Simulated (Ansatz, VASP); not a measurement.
**Two plane-wave programs on ZnO**

```
Zn O
1.0
     3.27946    0.00000    0.00000
    -1.63973    2.84009    0.00000
     0.00000    0.00000    5.29338
Zn O
2 2
Direct
  0.33333 0.66667 0.49997
  0.66667 0.33333 0.99997
  0.66667 0.33333 0.37904
  0.33333 0.66667 0.87904
```

Alike in both runs: functional PBE; k mesh 12 × 12 × 6; no spin polarisation.

Ansatz relaxed the structure, and its values are those at the end. VASP's run is a single point on that final structure, the one shown.

|  | VASP | Ansatz |
| --- | --- | --- |
| version | VASP 6.6.1 | Ansatz 0.2.0 |
| potentials or method | VASP PAW PBE potentials, release 64 (Zn, O), cutoff 520 eV | plane waves, PAW |
| occupations | gaussian, width 0.01 eV | fixed |
| valence electrons in the cell | 36 | 36 |

|  | VASP | Ansatz | Ansatz less VASP |
| --- | --- | --- | --- |
| pressure (GPa) | 0.9 | 0.0 | -0.89 |

Ansatz's warnings: stress scf threshold loose.
